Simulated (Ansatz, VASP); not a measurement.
# BAs: VASP beside Ansatz

INCAR

```
ALGO     = Normal         # electronic algorithm
EDIFF    = 1E-8           # SCF threshold, eV
ENCUT    = 520            # plane-wave cutoff, eV
GGA      = PE             # functional
ISIF     = 2              # what is computed and relaxed
ISMEAR   = -1             # smearing method
LASPH    = True           # aspherical terms in the spheres
LCHARG   = False          # write CHGCAR
LEFG     = True         
LREAL    = False          # projectors in reciprocal space
LWAVE    = False          # write WAVECAR
NBANDS   = 11             # bands
NELM     = 100            # most SCF steps
PREC     = Accurate       # precision mode
SIGMA    = 0.08           # smearing width, eV
```

File KPOINTS:

```
k-points
0
Gamma
  15 15 15
```

POSCAR

```
BAs
1.0
    0.0000000000      2.4518207722      2.4518207722
    2.4518207722      0.0000000000      2.4518207722
    2.4518207722      2.4518207722      0.0000000000
B As
1 1
Direct
    0.0000000000      0.0000000000      0.0000000000
    0.2500000000      0.2500000000      0.2500000000
```

Input for Ansatz:

```yaml
crystal:
  lattice:
    - [0.0, 2.4518207722, 2.4518207722]
    - [2.4518207722, 0.0, 2.4518207722]
    - [2.4518207722, 2.4518207722, 0.0]
  atoms:
    - { symbol: B, position: [0.0, 0.0, 0.0] }
    - { symbol: As, position: [0.25, 0.25, 0.25] }
kpoints:
  mp_grid: { grid: [15, 15, 15] }
scf:
  occupations: { method: fermi_dirac, width: 0.08 }
hamiltonian:
  xc: pbe
  pseudopotentials: { kind: paw }
output:
  forces: true
  stress: true
  eigenvalues: true
  efg: { contact_densities: true }
```

Change from the starting cell: volume scaled by 1.06, PAW files.

Alike in both runs: task electric field gradients; functional PBE; k mesh 15 × 15 × 15; occupations fermi-dirac, width 0.08 eV; no spin polarisation.

```csv
,VASP,Ansatz
version,VASP 6.6.1,Ansatz 0.2.0
potentials or method,"VASP PAW PBE potentials, release 64 (B, As)","PAW with Ansatz's default frozen-core files, scalar-relativistic"
plane-wave cutoff (eV),520,420
valence electrons in the cell,8,18
```

```tsv
	VASP	Ansatz	Ansatz less VASP
pressure (GPa)	-6.3	-6.8	-0.45
```

With one functional, cell and mesh, what is left measures potentials, basis and numerics. VASP's potentials hold 8 valence electrons a cell and Ansatz's 18, so a difference there can come from the potentials and not from the codes.
